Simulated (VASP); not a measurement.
# SrO (Fm-3m) in VASP: vibrations by perturbation theory with PBEsol

Aim: the vibrations by perturbation theory of SrO with PBEsol.

Everything below comes from runs of VASP 6.6.1. Logs are shortened: lines on timing, memory, paths and dates and some standing lists are left out, and cuts for length are marked.

### 1 The cell of the first run

It takes space group Fm-3m (No. 225, cubic). The conventional cell has a = 5.123 Å, b = 5.123 Å, c = 5.123 Å, α = 90.00°, β = 90.00°, γ = 90.00°. Sr (site symmetry m-3m) has 6 O at 2.56 Å within 3.4 Å. Within 3.4 Å of O (site symmetry m-3m) lie 6 Sr at 2.56 Å.

### 2 Vibrations by perturbation theory, PBEsol

INCAR

```
PREC = Accurate
ENCUT = 520
EDIFF = 1E-8
ISMEAR = 0
SIGMA = 0.01
LREAL = F
LASPH = T
NELM = 80
ALGO = Normal
ISIF = 2
LWAVE = F
LCHARG = F
GGA = PS
NBANDS = 15
IBRION = 8
NSW = 1
```

KPOINTS

```
Automatic mesh
0
Gamma
  8 8 8
```

POSCAR

```
SrO
1.0
    0.0000000000      2.5614439109      2.5614439109
    2.5614439109      0.0000000000      2.5614439109
    2.5614439109      2.5614439109      0.0000000000
Sr O
1 1
Direct
    0.5000000000      0.5000000000      0.5000000000
    0.0000000000      0.0000000000      0.0000000000
```

Potentials or basis: VASP PAW PBE potentials, release 64 (Sr_sv, O).

Command:

```
> cat potpaw_PBE.64/Sr_sv/POTCAR potpaw_PBE.64/O/POTCAR > POTCAR
> mpirun -np 1 vasp_std > vasp.out
```

OUTCAR:

```text
PREC = Accurate
   ENCUT = 520
   EDIFF = 1E-8
   ISMEAR = 0
   LREAL = F
   LASPH = T
   NELM = 80
   ISIF = 2
   GGA = PS
   IBRION = 8
   NSW = 1

 ion  position               nearest neighbor table
   1  0.500  0.500  0.500-   2 2.56   2 2.56   2 2.56   2 2.56   2 2.56   2 2.56
   2  0.000  0.000  0.000-   1 2.56   1 2.56   1 2.56   1 2.56   1 2.56   1 2.56

  LATTYP: Found a face centered cubic cell.
 ALAT       =     5.1228878218

  Lattice vectors:

 A1 = (   0.0000000000,   2.5614439109,   2.5614439109)
 A2 = (   2.5614439109,   0.0000000000,   2.5614439109)
 A3 = (   2.5614439109,   2.5614439109,   0.0000000000)

Analysis of symmetry for initial positions (statically):
=====================================================================
 Subroutine PRICEL returns:
 Original cell was already a primitive cell.

 Routine SETGRP: Setting up the symmetry group for a
 face centered cubic supercell.

 Subroutine GETGRP returns: Found 48 space group operations
 (whereof 48 operations were pure point group operations)
 out of a pool of 48 trial point group operations.

The static configuration has the point symmetry O_h .

Analysis of symmetry for dynamics (positions and initial velocities):
=====================================================================
 Subroutine PRICEL returns:
 Original cell was already a primitive cell.

 Routine SETGRP: Setting up the symmetry group for a
 face centered cubic supercell.

 Subroutine GETGRP returns: Found 48 space group operations
 (whereof 48 operations were pure point group operations)
 out of a pool of 48 trial point group operations.

The dynamic configuration has the point symmetry O_h .

 Subroutine INISYM returns: Found 48 space group operations
 (whereof 48 operations are pure point group operations),
 and found     1 'primitive' translations

----------------------------------------------------------------------------------------

                                     Primitive cell

  volume of cell :      33.6112

  direct lattice vectors                    reciprocal lattice vectors
     0.000000000  2.561443911  2.561443911    -0.195202400  0.195202400  0.195202400
     2.561443911  0.000000000  2.561443911     0.195202400 -0.195202400  0.195202400
     2.561443911  2.561443911  0.000000000     0.195202400  0.195202400 -0.195202400

  length of vectors
     3.622428718  3.622428718  3.622428718     0.338100475  0.338100475  0.338100475

  position of ions in fractional coordinates (direct lattice)
     0.500000000  0.500000000  0.500000000
     0.000000000  0.000000000  0.000000000

  ion indices of the primitive-cell ions
   primitive index   ion index
                 1           1
                 2           2

----------------------------------------------------------------------------------------

 KPOINTS: Automatic mesh

Automatic generation of k-mesh.
 Grid dimensions read from file:
 generate k-points for:    8    8    8

 Generating k-lattice:

  Cartesian coordinates                     Fractional coordinates (reciprocal lattice)
    -0.024400300  0.024400300  0.024400300     0.125000000  0.000000000  0.000000000
     0.024400300 -0.024400300  0.024400300     0.000000000  0.125000000  0.000000000
     0.024400300  0.024400300 -0.024400300     0.000000000  0.000000000  0.125000000

  Length of vectors
     0.042262559  0.042262559  0.042262559

  Shift w.r.t. Gamma in fractional coordinates (k-lattice)
     0.000000000  0.000000000  0.000000000

 Subroutine IBZKPT returns following result:
 ===========================================

 Found     29 irreducible k-points:

 Following reciprocal coordinates:
            Coordinates               Weight
[... 76 lines left out ...]
  energy-cutoff  :      520.00
  volume of cell :       33.61
 maximum number of plane-waves:       934
   NGX = 13   NGY = 13   NGZ = 13

--------------------------------------- Ionic step        1  -------------------------------------------

 number of electron      15.9999996 magnetization

 Free energy of the ion-electron system (eV)
  ---------------------------------------------------
  ext. energy  EPLUGINS =         0.00000000
  ---------------------------------------------------
  free energy    TOTEN  =       -12.63918920 eV

  energy without entropy =      -12.63918920  energy(sigma->0) =      -12.63918920

 E-fermi :   1.6403     XC(G=0): -10.3308

 val. band max:        1.5416138092   @ k =   0.0000   0.0000   0.0000
 cond. band min:       4.6887577825   @ k =   0.5000   0.5000   0.0000
 fundamental gap:      3.1471439733
 Fermi energy:         1.6402913729

 k-point     1 :       0.0000    0.0000    0.0000
  band No.  band energies     occupation
      1     -30.6572      2.00000
      2     -13.4702      2.00000
      3     -12.2978      2.00000
      4     -12.2978      2.00000
      5     -12.2978      2.00000
      6       1.5416      2.00000
      7       1.5416      2.00000
      8       1.5416      2.00000
      9       5.4433      0.00000
     10       7.7269      0.00000
     11       7.7269      0.00000
     12       7.7269      0.00000
     13       9.9475      0.00000
     14       9.9475      0.00000
[... 401 lines left out ...]
      2     -14.6921      2.00000
      3     -12.7127      2.00000
      4     -12.5432      2.00000
      5     -11.4702      2.00000
      6      -0.0835      2.00000
      7       0.6547      2.00000
      8       0.7388      2.00000
      9       7.8779      0.00000
     10       8.2299      0.00000
     11      10.9122      0.00000
     12      11.1106      0.00000
     13      13.2715      0.00000
     14      14.5440      0.00000
     15      14.9155      0.00000

 [... further k-points ...]
[... 5 lines left out ...]
  --------------------------------------------------------------------------------------
  -------------------------------------------------------------------------------------
  Total        0.1284084      0.1284084      0.1284084     -0.0000000     -0.0000000      0.0000000
  in kB        6.1209592      6.1209592      6.1209592     -0.0000000     -0.0000000      0.0000000
  external PRESSURE =       6.1209592 kB  Pullay stress =       0.0000000 kB

 VOLUME and BASIS-vectors are now :
 -----------------------------------------------------------------------------
  energy-cutoff  :      520.00
  volume of cell :       33.61
      direct lattice vectors                 reciprocal lattice vectors
     0.000000000  2.561443911  2.561443911    -0.195202400  0.195202400  0.195202400
     2.561443911  0.000000000  2.561443911     0.195202400 -0.195202400  0.195202400
     2.561443911  2.561443911  0.000000000     0.195202400  0.195202400 -0.195202400

 POSITION                                       TOTAL-FORCE (eV/Angst)
 -----------------------------------------------------------------------------------
      2.56144      2.56144      2.56144         0.000000     -0.000000      0.000000
      0.00000      0.00000      0.00000        -0.000000      0.000000     -0.000000
 -----------------------------------------------------------------------------------
    total drift:                                0.000000      0.000000      0.000000

  FREE ENERGIE OF THE ION-ELECTRON SYSTEM (eV)
  ---------------------------------------------------
  free  energy   TOTEN  =       -12.6391891999 eV

  energy  without entropy=      -12.6391891999  energy(sigma->0) =      -12.63918920

[... ionic steps 2 to 3 ...]

--------------------------------------- Ionic step        4  -------------------------------------------

------------------------ aborting loop because EDIFF is reached ----------------------------------------

[... ionic steps 5 to 6 ...]

--------------------------------------- Ionic step        7  -------------------------------------------

 Free energy of the ion-electron system (eV)
  ---------------------------------------------------
  ---------------------------------------------------
  free energy    TOTEN  =        -0.36355736 eV

  energy without entropy =       -0.36355736

------------------------ aborting loop because EDIFF is reached ----------------------------------------

 INTERNAL STRAIN TENSOR  FOR ION    2  DIRECTION 1   (eV/Angst):
 -----------------------------------------------------------------------------
     0.00061  0.00000  0.00000
     0.00000 -0.00370  0.00000
    -0.00000  0.00000 -0.00370

 INTERNAL STRAIN TENSOR FOR ION    2 for displacements in x,y,z  (eV/Angst):
          X           Y           Z          XY          YZ          ZX
  --------------------------------------------------------------------------------
  x     0.00000     0.00000     0.00000     0.00000     0.00000     0.00000
  y     0.00000     0.00000     0.00000     0.00000     0.00000     0.00000
  z     0.00000     0.00000     0.00000     0.00000     0.00000     0.00000

 SECOND DERIVATIVES (NOT SYMMETRIZED)
 ------------------------------------
               1X          1Y          1Z          2X          2Y          2Z
  1X    -2.201363    0.000000    0.000000    2.201363    0.000000    0.000000
  1Y     0.000000   -2.201363    0.000000    0.000000    2.201363    0.000000
  1Z     0.000000    0.000000   -2.201363    0.000000    0.000000    2.201363
  2X     2.196888    0.000000    0.000000   -2.196888    0.000000    0.000000
  2Y     0.000000    2.196888    0.000000    0.000000   -2.196888    0.000000
  2Z     0.000000    0.000000    2.196888    0.000000    0.000000   -2.196888

 Eigenvectors and eigenvalues of the dynamical matrix
 ----------------------------------------------------

   1 f  =    6.300619 THz    39.587955 2PiTHz  210.166016 cm-1    26.057253 meV
             X         Y         Z           dx          dy          dz
      2.561444  2.561444  2.561444     0.000000    0.000000   -0.393289
      0.000000  0.000000  0.000000     0.000000    0.000000    0.919415
[... 21 lines left out ...]
   6 f/i=    0.002318 THz     0.014562 2PiTHz    0.077310 cm-1     0.009585 meV
             X         Y         Z           dx          dy          dz
      2.561444  2.561444  2.561444    -0.012675    0.242490    0.886770
      0.000000  0.000000  0.000000    -0.005422    0.103728    0.379325

--------------------------------------------------------------------------------------------------------

 ELASTIC MODULI CONTR FROM IONIC RELAXATION (kBar)
 Direction    XX          YY          ZZ          XY          YZ          ZX
 --------------------------------------------------------------------------------
 XX           0.0000      0.0000      0.0000      0.0000      0.0000      0.0000
 YY           0.0000      0.0000      0.0000      0.0000      0.0000      0.0000
 ZZ           0.0000      0.0000      0.0000      0.0000      0.0000      0.0000
 XY           0.0000      0.0000      0.0000      0.0000      0.0000      0.0000
 YZ           0.0000      0.0000      0.0000      0.0000      0.0000      0.0000
 ZX           0.0000      0.0000      0.0000      0.0000      0.0000      0.0000
 --------------------------------------------------------------------------------
```

Wall time 2.5 min (1 thread of Intel Xeon 6975P-C, shared host); peak memory 0.23 GiB.

What came out:

```
Highest phonon frequency at Γ, LO-TO splitting left out : 210 cm⁻¹
```

Phonon frequencies in cm⁻¹ (negative: imaginary):
```csv
q point,frequencies
"(0.000, 0.000, 0.000)",0 0 0 210 210 210
```

Caveat: the PAW data sets were made with another functional, which shifts forces and pressure a little.
